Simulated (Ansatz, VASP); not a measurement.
# BN: VASP beside Ansatz

INCAR

```
PREC = Accurate
ENCUT = 600
EDIFF = 1E-6
ISMEAR = 0
SIGMA = 0.05
LREAL = F
LASPH = T
NELM = 120
ALGO = Normal
ISIF = 2
LWAVE = F
LCHARG = F
GGA = B5
ALDAX = 1.0
AGGAX = 1.0
AGGAC = 1.0
ALDAC = 0.0
NBANDS = 11
GGA_COMPAT = F
```

KPOINTS

```
regular mesh
0
Gamma
  12 12 12
```

The input POSCAR:

```
BN
1.0
    0.0000000000      1.8074995743      1.8074995743
    1.8074995743      0.0000000000      1.8074995743
    1.8074995743      1.8074995743      0.0000000000
B N
1 1
Direct
    0.0000000000      0.0000000000      0.0000000000
    0.7500000000      0.7500000000      0.7500000000
```

Input for Ansatz:

```yaml
crystal:
  lattice:
    - [0.0, 1.8074995743, 1.8074995743]
    - [1.8074995743, 0.0, 1.8074995743]
    - [1.8074995743, 1.8074995743, 0.0]
  atoms:
    - { symbol: B, position: [0.0, 0.0, 0.0] }
    - { symbol: "N", position: [0.75, 0.75, 0.75] }
basis:
  ecutwfc: 420
  ecutrho_ratio: 4
kpoints:
  mp_grid: { grid: [12, 12, 12] }
hamiltonian:
  xc: blyp
scf:
  occupations: { method: gaussian, width: 0.05 }
output:
  forces: true
  stress: true
  eigenvalues: true
```

Alike in both runs: task single point; functional BLYP; k mesh 12 × 12 × 12; occupations gaussian, width 0.05 eV; no spin polarisation.

|  | VASP | Ansatz |
| --- | --- | --- |
| version | VASP 6.6.1 | Ansatz 0.2.0 |
| potentials or method | VASP PAW PBE potentials, release 64 (B, N), cutoff 600 eV | scalar-relativistic, plane waves, PAW |
| valence electrons in the cell | 8 | 8 |

Ansatz gave:

- gap on the k mesh at the Fermi level (eV): 4.88
- least direct gap on the mesh (eV): 8.92
- pressure (GPa): 9.9

Problem. Estimate VASP's values.

Solution. gap on the k mesh at the Fermi level (eV): 4.88; least direct gap on the mesh (eV): 8.94; pressure (GPa): 9.5.

VASP's potentials were made for PBE, not for BLYP.
